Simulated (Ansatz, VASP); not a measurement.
One calculation of Ge, two programs

```xyz
4
Lattice="3.9970 0.0000 0.0000 -1.9985 3.4615 0.0000 0.0000 0.0000 6.5964" Properties=species:S:1:pos:R:3 pbc="T T T"
Ge    1.9985    1.1538    0.4150
Ge    0.0000    2.3077    3.7132
Ge    1.9985    1.1538    2.8832
Ge    0.0000    2.3077    6.1814
```

Alike in both runs: functional PBEsol; k mesh 12 × 12 × 6; occupations gaussian, width 0.1 eV; no spin polarisation.

Ansatz relaxed the structure, and its values are those at the end. VASP's run is a single point on that final structure, the one shown.

|  | VASP | Ansatz |
| --- | --- | --- |
| version | VASP 6.6.1 | Ansatz 0.2.0 |
| potentials or method | VASP PAW PBE potentials, release 64 (Ge_d), cutoff 520 eV | scalar-relativistic, plane waves, PAW |
| valence electrons in the cell | 56 | 56 |

Ansatz gave:

| Item | Value |
| --- | --- |
| gap on the k mesh at the Fermi level (eV) | none |
| pressure (GPa) | 0.0 |

Estimate VASP's values.

gap on the k mesh at the Fermi level (eV): none; pressure (GPa): -0.1.

VASP's potentials were made for PBE, not for PBEsol. A gap of «none» marks a metal or a gap that the smearing closes.
